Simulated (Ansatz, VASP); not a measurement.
CdTe in VASP and in Ansatz

File INCAR:

```
PREC = Accurate
ENCUT = 520
EDIFF = 1E-6
ISMEAR = -1
SIGMA = 0.03
LREAL = False
LASPH = True
NELM = 150
ALGO = Normal
ISIF = 2
LWAVE = False
LCHARG = True
MAGMOM = 0 0 0 0 0 0
LORBIT = 11
LSORBIT = True
GGA_COMPAT = False
LORBMOM = True
GGA = PE
LVHAR = True
NBANDS = 30
```

The input KPOINTS:

```
regular mesh
0
Gamma
  10 10 10
```

POSCAR

```
CdTe
1.0
    0.0000000000      3.0665640000      3.0665640000
    3.0665640000      0.0000000000      3.0665640000
    3.0665640000      3.0665640000      0.0000000000
Cd Te
1 1
Direct
    0.0000000000      0.0000000000      0.0000000000
    0.5000000000      0.5000000000      0.5000000000
```

Input for Ansatz:

```yaml
crystal:
  lattice:
    - [0.0, 3.066564, 3.066564]
    - [3.066564, 0.0, 3.066564]
    - [3.066564, 3.066564, 0.0]
  atoms:
    - { symbol: Cd, position: [0.0, 0.0, 0.0] }
    - { symbol: Te, position: [0.5, 0.5, 0.5] }
kpoints:
  mp_grid: { grid: [10, 10, 10] }
  band_path:
    path:
      - [0.0, 0.0, 0.0]
      - [0.5, 0.0, 0.5]
      - [0.625, 0.25, 0.625]
      - [0.375, 0.375, 0.75]
      - [0.0, 0.0, 0.0]
      - [0.5, 0.5, 0.5]
      - [0.5, 0.25, 0.75]
      - [0.5, 0.0, 0.5]
    npoints: 5
scf:
  occupations: { method: fermi_dirac, width: 0.03 }
hamiltonian:
  xc: pbe
  pseudopotentials: { kind: all_electron, lapw: { basis_error: 0.001 } }
output:
  forces: true
  stress: true
  eigenvalues: true
magnetization:
  noncollinear: true
  spin_orbit: true
```

Alike in both runs: task single point; functional PBE; k mesh 10 × 10 × 10; occupations fermi-dirac, width 0.03 eV; non-collinear spin, spin-orbit coupling.

|  | VASP | Ansatz |
| --- | --- | --- |
| version | VASP 6.6.1 | Ansatz 0.2.0 |
| potentials or method | VASP PAW PBE potentials, release 64 (Cd, Te), cutoff 520 eV | all-electron LAPW |

|  | VASP | Ansatz | Ansatz less VASP |
| --- | --- | --- | --- |
| pressure (GPa) | 0.1 | -0.1 | -0.16 |
| net moment per atom (μB) | 0.00 | 0.00 | 0.000 |

Ansatz ran all-electron here, and VASP with PAW potentials.
